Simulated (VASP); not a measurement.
# NaCl (Fm-3m) in VASP: further runs

NaCl is run at these levels: PBEsol; tasks: relaxation of cell and atoms, single point.

Program: VASP 6.6.1. These are calculated values, not measurements. Logs are shortened: lines on timing, memory, paths and dates and some standing lists are left out, and cuts for length are marked.

## 1. The cell of the first run

Symmetry: Fm-3m, No. 225, cubic system. The conventional cell has a = 5.602 Å, b = 5.602 Å, c = 5.602 Å, α = 90.00°, β = 90.00°, γ = 90.00°. Na (site symmetry m-3m) has 6 Cl at 2.80 Å within 3.7 Å. Within 3.7 Å of Cl (site symmetry m-3m) lie 6 Na at 2.80 Å.

## 2. Relaxation of cell and atoms, PBEsol

Input file INCAR:

```
SYSTEM = NaCl
PREC     = Accurate       ! precision mode
ENCUT    = 600            ! plane-wave cutoff, eV
EDIFF    = 1E-7           ! SCF threshold, eV
ISMEAR   = 0              ! smearing method
SIGMA    = 0.01           ! smearing width, eV
LREAL    = .False.        ! projectors in reciprocal space
LASPH    = .True.         ! aspherical terms in the spheres
NELM     = 80             ! most SCF steps
ALGO     = Normal         ! electronic algorithm
ISIF     = 3              ! what is computed and relaxed
LWAVE    = .False.        ! write WAVECAR
LCHARG   = .False.        ! write CHGCAR
GGA      = PS             ! functional
IBRION   = 2              ! ionic algorithm
NSW      = 80             ! ionic steps
EDIFFG   = -0.001         ! ionic threshold
```

Input file KPOINTS:

```
Automatic mesh
0
Gamma
  8 8 8
  0 0 0
```

Input file POSCAR:

```
NaCl
1.0
    0.0000000000      2.8009524433      2.8009524433
    2.8009524433      0.0000000000      2.8009524433
    2.8009524433      2.8009524433      0.0000000000
Na Cl
1 1
Direct
    0.0000000000      0.0000000000      0.0000000000
    0.5000000000      0.5000000000      0.5000000000
```

Potentials or basis: VASP PAW PBE potentials, release 64 (Na_pv, Cl).

Command:

```sh
$ cat potpaw_PBE.64/Na_pv/POTCAR potpaw_PBE.64/Cl/POTCAR > POTCAR
$ mpirun -np 1 vasp_std > vasp.out
```

OUTCAR:

```text
SYSTEM = NaCl
   PREC = Accurate
   ENCUT = 600
   EDIFF = 1E-7
   ISMEAR = 0
   LREAL = .False.
   LASPH = .True.
   NELM = 80
   ISIF = 3
   GGA = PS
   IBRION = 2
   NSW = 80
   EDIFFG = -0.001

 ion  position               nearest neighbor table
   1  0.000  0.000  0.000-
   2  0.500  0.500  0.500-

  LATTYP: Found a face centered cubic cell.
 ALAT       =     5.6019048866

  Lattice vectors:

 A1 = (   0.0000000000,   2.8009524433,   2.8009524433)
 A2 = (   2.8009524433,   0.0000000000,   2.8009524433)
 A3 = (   2.8009524433,   2.8009524433,   0.0000000000)

Analysis of symmetry for initial positions (statically):
=====================================================================
 Subroutine PRICEL returns:
 Original cell was already a primitive cell.

 Routine SETGRP: Setting up the symmetry group for a
 face centered cubic supercell.

 Subroutine GETGRP returns: Found 48 space group operations
 (whereof 48 operations were pure point group operations)
 out of a pool of 48 trial point group operations.

The static configuration has the point symmetry O_h .

Analysis of symmetry for dynamics (positions and initial velocities):
=====================================================================
 Subroutine PRICEL returns:
 Original cell was already a primitive cell.

 Routine SETGRP: Setting up the symmetry group for a
 face centered cubic supercell.

 Subroutine GETGRP returns: Found 48 space group operations
 (whereof 48 operations were pure point group operations)
 out of a pool of 48 trial point group operations.

The dynamic configuration has the point symmetry O_h .

 Subroutine INISYM returns: Found 48 space group operations
 (whereof 48 operations are pure point group operations),
 and found     1 'primitive' translations

----------------------------------------------------------------------------------------

                                     Primitive cell

  volume of cell :      43.9488

  direct lattice vectors                    reciprocal lattice vectors
     0.000000000  2.800952443  2.800952443    -0.178510707  0.178510707  0.178510707
     2.800952443  0.000000000  2.800952443     0.178510707 -0.178510707  0.178510707
     2.800952443  2.800952443  0.000000000     0.178510707  0.178510707 -0.178510707

  length of vectors
     3.961144933  3.961144933  3.961144933     0.309189614  0.309189614  0.309189614

[... 93 lines left out ...]
   EMIN   =  10.00;   EMAX   =-10.00  energy-range for DOS
   EFERMI =   0.00;   METHOD = LEGACY
   ISMEAR =     0;   SIGMA  =   0.01  broadening in eV -4-tet -1-fermi 0-gaus
   EFERMI_NEDOS =   21; number of points for ismear=-14 and -15
   IALGO  =     38    algorithm
   IMIX   =      4    mixing-type and parameters
     AMIX     =   0.40;   BMIX     =  1.00
     AMIX_MAG =   1.60;   BMIX_MAG =  1.00
  volume/ion in A,a.u.               =      21.97       148.29
  Fermi-wavevector in a.u.,A,eV,Ry     =   1.118069  2.112843 17.008335  1.250077
  Thomas-Fermi vector in A             =   2.254697
   LORBIT       =      0    0 simple, 1 ext, 2 COOP (PROOUT), +10 PAW based schemes
   GGA     = PS    functional components
   LHFCALC =     F    Hartree Fock is set to
   AEXX    =    0.0000 exact exchange contribution
   IVDW    =     0    specifies the selected vdW correction
   LEPSILON=     F    determine dielectric tensor
   LRPA    =     F    only Hartree local field effects (RPA)
 conjugate gradient relaxation of ions
 non-spin polarized calculation
 Gauss-broadening in eV      SIGMA  =   0.01
  energy-cutoff  :      600.00
  volume of cell :       43.95
 maximum number of plane-waves:      1480
   NGX = 15   NGY = 15   NGZ = 15

--------------------------------------- Ionic step        1  -------------------------------------------

 number of electron      14.0000009 magnetization

 Free energy of the ion-electron system (eV)
  ---------------------------------------------------
  ext. energy  EPLUGINS =         0.00000000
  ---------------------------------------------------
  free energy    TOTEN  =        -6.99863424 eV

  energy without entropy =       -6.99863424  energy(sigma->0) =       -6.99863424

------------------------ aborting loop because EDIFF is reached ----------------------------------------

  FORCE on cell =-STRESS in cart. coord.  units (eV):
  Direction    XX          YY          ZZ          XY          YZ          ZX
  --------------------------------------------------------------------------------------
  -------------------------------------------------------------------------------------
  Total        0.0127552      0.0127552      0.0127552      0.0000000      0.0000000      0.0000000
  in kB        0.4649969      0.4649969      0.4649969      0.0000000      0.0000000      0.0000000
  external PRESSURE =       0.4649969 kB  Pullay stress =       0.0000000 kB
[... 95 lines left out ...]
--------------------------------------- Ionic step        4  -------------------------------------------

 number of electron      14.0000009 magnetization

 Free energy of the ion-electron system (eV)
  ---------------------------------------------------
  ext. energy  EPLUGINS =         0.00000000
  ---------------------------------------------------
  free energy    TOTEN  =        -6.99864490 eV

  energy without entropy =       -6.99864490  energy(sigma->0) =       -6.99864490

 E-fermi :  -0.5911     XC(G=0):  -8.4152

 val. band max:       -0.6772266770   @ k =   0.0000   0.0000   0.0000
 cond. band min:       4.3233841665   @ k =   0.0000   0.0000   0.0000
 fundamental gap:      5.0006108434
 Fermi energy:        -0.5910509587

 k-point     1 :       0.0000    0.0000    0.0000
  band No.  band energies     occupation
      1     -21.2940      2.00000
      2     -21.2940      2.00000
      3     -21.2940      2.00000
      4     -13.3642      2.00000
      5      -0.6772      2.00000
      6      -0.6772      2.00000
      7      -0.6772      2.00000
      8       4.3234      0.00000
      9      10.3382      0.00000
     10      10.3382      0.00000
     11      10.3382      0.00000
[... 309 lines left out ...]
 k-point    24 :      -0.3750    0.2500    0.1250
  band No.  band energies     occupation
      1     -21.3208      2.00000
      2     -21.3032      2.00000
      3     -21.2989      2.00000
      4     -12.9646      2.00000
      5      -2.4199      2.00000
      6      -1.4866      2.00000
      7      -1.1127      2.00000
      8       7.5159      0.00000
      9       8.8575      0.00000
     10       9.4938      0.00000
     11      11.0141      0.00000

 [... further k-points ...]
[... 5 lines left out ...]
  --------------------------------------------------------------------------------------
  -------------------------------------------------------------------------------------
  Total       -0.0008291     -0.0008291     -0.0008291     -0.0000000      0.0000000      0.0000000
  in kB       -0.0301723     -0.0301723     -0.0301723     -0.0000000      0.0000000      0.0000000
  external PRESSURE =      -0.0301723 kB  Pullay stress =       0.0000000 kB
[... 17 lines left out ...]
  FREE ENERGIE OF THE ION-ELECTRON SYSTEM (eV)
  ---------------------------------------------------
  free  energy   TOTEN  =        -6.9986448961 eV

  energy  without entropy=       -6.9986448961  energy(sigma->0) =       -6.99864490

 reached required accuracy - stopping structural energy minimisation
```

CONTCAR:

```text
NaCl
   1.00000000000000
     0.0000000000000000    2.8026284012465910    2.8026284012465910
     2.8026284012465910    0.0000000000000000    2.8026284012465910
     2.8026284012465910    2.8026284012465910    0.0000000000000000
  Na              Cl
     1     1
Direct
     1.0000000000000000    0.0000000000000000    1.0000000000000000
     0.5000000000000000    0.5000000000000000    0.5000000000000000

  0.00000000E+00  0.00000000E+00  0.00000000E+00
  0.00000000E+00  0.00000000E+00  0.00000000E+00
```

Run time: 24 s. Hardware: 1 thread of Intel Xeon Platinum 8488C (Sapphire Rapids), shared host; peak memory 0.17 GiB.

What came out:

```
Free energy                            : -6.9986 eV
Relaxed volume                         : 22.01 Å³/atom
Relaxed cell                           : a = 3.964 Å, b = 3.964 Å, c = 3.964 Å, α = 60.00°, β = 60.00°, γ = 60.00°
Space group after relaxing (to 0.05 Å) : Fm-3m (No. 225)
Energy gained by relaxing              : 0.0 meV/atom
Ionic steps                            : 4
Pressure after relaxing                : 0.0 GPa
Band gap on the k mesh                 : 5.00 eV, direct
```

Final structure:
```
CELL_PARAMETERS angstrom
0.00000 2.80263 2.80263
2.80263 0.00000 2.80263
2.80263 2.80263 0.00000
ATOMIC_POSITIONS crystal
Na 0.00000 0.00000 0.00000
Cl 0.50000 0.50000 0.50000
```

Levels at points of the mesh, in eV from the valence-band top:
| k point | band 3 | band 4 | band 5 | band 6 | band 7 | band 8 | band 9 | band 10 | band 11 |
| --- | --- | --- | --- | --- | --- | --- | --- | --- | --- |
| (0.00, 0.00, 0.00) | -20.62 | -12.69 | 0.00 | 0.00 | 0.00 | 5.00 | 11.02 | 11.02 | 11.02 |
| (0.50, 0.00, 0.00) | -20.62 | -12.32 | -2.03 | -0.28 | -0.28 | 7.11 | 10.65 | 10.91 | 10.91 |
| (0.50, 0.50, 0.00) | -20.63 | -12.27 | -1.75 | -0.63 | -0.63 | 7.49 | 7.87 | 11.26 | 14.78 |

Caveat: the PAW data sets were made with another functional, which shifts forces and pressure a little.

## 3. Single point, PBEsol (volume scaled by 0.91)

Input file INCAR:

```
  ALGO = Normal
  EDIFF = 1E-7
  ENCUT = 520
  GGA = PS
  ISIF = 2
  ISMEAR = 0
  LASPH = T
  LCHARG = F
  LREAL = F
  LWAVE = F
  NBANDS = 14
  NELM = 80
  PREC = Accurate
  SIGMA = 0.02
```

Input file KPOINTS:

```
k-points
0
Gamma
  8 8 8
```

Input file POSCAR:

```
NaCl
1.0
    0.0000000000      2.7142688575      2.7142688575
    2.7142688575      0.0000000000      2.7142688575
    2.7142688575      2.7142688575      0.0000000000
Na Cl
1 1
Direct
    0.0000000000      0.0000000000      0.0000000000
    0.5000000000      0.5000000000      0.5000000000
```

Potentials or basis: VASP PAW PBE potentials, release 64 (Na_pv, Cl).

Command:

```sh
$ cat potpaw_PBE.64/Na_pv/POTCAR potpaw_PBE.64/Cl/POTCAR > POTCAR
$ mpirun -np 1 vasp_std > vasp.out
```

It took 15 s on 1 thread of Intel Xeon Platinum 8259CL at 2.50GHz (Skylake/Cascade Lake), shared host; peak memory 0.16 GiB.

Results (log left out):

| Item | Value |
| --- | --- |
| Free energy | -6.9618 eV |
| Pressure | 3.1 GPa |
| Band gap on the k mesh | 5.39 eV, direct |

Levels at points of the mesh, in eV from the valence-band top:
```
           k point  band 3  band 4  band 5  band 6  band 7  band 8  band 9  band 10  band 11  band 12
(0.00, 0.00, 0.00)  -20.46  -12.94    0.00    0.00    0.00    5.39   11.09    11.09    11.09    13.47
(0.50, 0.00, 0.00)  -20.47  -12.45   -2.35   -0.34   -0.34    7.26   11.12    11.12    11.44    15.59
(0.50, 0.50, 0.00)  -20.48  -12.40   -2.04   -0.73   -0.73    7.75    7.76    11.96    15.66    15.66
```

Caveat: the cell differs from its parent crystal (volume scaled by 0.91); the PAW data sets were made with another functional, which shifts forces and pressure a little.
